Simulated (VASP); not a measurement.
Write the native input for VASP 6.6.1 that does the following.

```yaml
Task: single point
Functional: PBE
Potentials_or_basis: VASP PAW PBE potentials, release 64 (Si, W_sv)
Cutoff: 520 eV
k_mesh: 6 × 6 × 6
Occupations: gaussian, width 0.1 eV
Spin: no spin polarisation
Dipole_correction: no
Further_INCAR_settings: ALGO = Normal; EDIFF = 1e-06; NBANDS = 31
```

The structure of SiW3 lies in POSCAR:

```
SiW3
1.0
    0.0000000000      3.1224753673      3.1224753673
    3.1224753673      0.0000000000      3.1224753673
    3.1224753673      3.1224753673      0.0000000000
Si W
1 3
Direct
    0.0000000000      0.0000000000      0.0000000000
    0.2500000000      0.2500000000      0.2500000000
    0.7500000000      0.7500000000      0.7500000000
    0.5000000000      0.5000000000      0.5000000000
```

The input as run:

INCAR

```
PREC     = Accurate       # precision mode
ENCUT    = 520            # plane-wave cutoff, eV
EDIFF    = 1E-6           # SCF threshold, eV
ISMEAR   = 0              # smearing method
SIGMA    = 0.1            # smearing width, eV
LREAL    = False          # projectors in reciprocal space
LASPH    = True           # aspherical terms in the spheres
NELM     = 80             # most SCF steps
ALGO     = Normal         # electronic algorithm
ISIF     = 2              # what is computed and relaxed
LWAVE    = False          # write WAVECAR
LCHARG   = True           # write CHGCAR
GGA      = PE             # functional
LELF     = True           # ELF
LVHAR    = True         
NBANDS   = 31             # bands
```

KPOINTS

```
regular mesh
0
Gamma
  6 6 6
```

Potentials or basis: VASP PAW PBE potentials, release 64 (Si, W_sv).

Launch:

```sh
$ cat potpaw_PBE.64/Si/POTCAR potpaw_PBE.64/W_sv/POTCAR > POTCAR
$ mpirun -np 1 vasp_std > vasp.out
```

Results of the run:

| Item | Value |
| --- | --- |
| Pressure | 0.4 GPa |
| Band gap on the k mesh | zero (band 23 reaches 13.03 eV, above the bottom of band 24 at 10.64 eV) |

Caveat: spin-orbit coupling is left out, which moves the levels of the heavy elements.

Run time: 38 s on 1 thread of Intel(R) Xeon(R) Platinum 8259CL CPU @ 2.50GHz (Skylake/Cascade Lake), on a shared host, peak memory 0.2 GiB.
